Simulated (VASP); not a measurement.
## BaTiO3: single point with HSE06

Crystal: BaTiO3.

```
Ba Ti O
1.0
     2.84000    1.63967    2.33135
    -2.84000    1.63967    2.33135
     0.00000   -3.27935    2.33135
Ba Ti O
1 1 3
Direct
  0.99679 0.99679 0.99679
  0.48333 0.48333 0.48333
  0.50983 0.50983 0.01942
  0.01942 0.50983 0.50983
  0.50983 0.01942 0.50983
```

* Program: VASP 6.6.1
* Task: single point
* Functional: HSE06
* Potentials or basis: VASP PAW PBE potentials, release 64 (Ba_sv, Ti_sv, O)
* Cutoff: 520 eV
* k mesh: 4 × 4 × 4
* Occupations: gaussian, width 0.01 eV
* Spin: no spin polarisation
* Dipole correction: no
* Grid for exact exchange (PRECFOCK): Fast
* Further INCAR settings: ALGO = Normal; EDIFF = 1e-06; NBANDS = 28
* Share of exact exchange: 0.25
* Screening parameter: 0.2079 1/Å

The pressure is -0.5 GPa, the largest force is 0.205 eV/Å and the band gap on the k mesh is 3.91 eV (least direct gap 4.36 eV).

Forces in eV/Å, atoms in the order of the input:
```
Ba   0.000  0.000  0.013
Ti   0.000  0.000 -0.205
O    0.000 -0.133  0.064
O    0.116  0.067  0.064
O   -0.116  0.067  0.064
```

Stress tensor (GPa, compression positive):
```
-0.55  0.00  0.00
 0.00 -0.55  0.00
 0.00  0.00 -0.26
```

Levels at points of the mesh, in eV from the valence-band top:
| k point | band 18 | band 19 | band 20 | band 21 | band 22 | band 23 |
| --- | --- | --- | --- | --- | --- | --- |
| (0.00, 0.00, 0.00) | -0.57 | -0.45 | -0.45 | 3.91 | 3.91 | 4.06 |
| (0.50, 0.00, 0.00) | -1.67 | -1.05 | -0.92 | 4.10 | 5.38 | 5.51 |
| (0.50, 0.50, 0.00) | -0.95 | -0.90 | -0.09 | 5.48 | 5.48 | 5.88 |
| (0.50, 0.50, 0.50) | -0.02 | -0.02 | 0.00 | 5.98 | 6.17 | 6.17 |

Run time: 10 min on 1 thread of Intel(R) Xeon(R) 6975P-C (Granite Rapids), with other jobs on the host, peak memory 0.29 GiB.

Caveat: the PAW data sets were made with another functional, which shifts forces and pressure a little; spin-orbit coupling is left out, which moves the levels of the heavy elements. A k mesh can miss the band edges.
